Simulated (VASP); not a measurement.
The system is CoO.

```
Co O
1.0
     1.50547    0.86918    2.43993
    -1.50547    0.86918    2.43993
     0.00000   -1.73837    2.43993
Co O
1 1
Cartesian
  0.0000 0.0000 0.0000
  0.0000 0.0000 3.6599
```

Base run:

| Property | Result |
| --- | --- |
| Program | VASP 6.6.1 |
| Functional | PBE |
| Potentials or basis | VASP PAW PBE potentials, release 64 (Co, O) |
| Cutoff | 520 eV |
| k mesh | 12 × 12 × 12 |
| Occupations | gaussian, width 0.05 eV |
| Spin | collinear spin, ferromagnetic start |
| Starting moments | [3.0, 1.0] μB |
| Hubbard terms | Co d U = 3.32 eV |

Its results: band gap on the k mesh zero (filled and empty bands overlap); pressure 1.8 GPa; net moment 3.00 μB per cell; site moments Co +2.73; O +0.25 μB.

Question: The run is repeated on the same cell with these changes: functional from PBE to PBEsol; moments at the start from [3.0, 1.0] to [2.6, 0.23]. What comes out?

Answer: Band gap on the k mesh zero (filled and empty bands overlap); pressure -7.6 GPa; net moment 3.00 μB per cell; site moments Co +2.72; O +0.26 μB.

Caveats: a cell with one magnetic atom can't hold antiferromagnetic order, which such compounds often take; the cell stands under tension (at least some runs); the PAW data sets were made with another functional, which shifts forces and pressure a little (at least some runs).
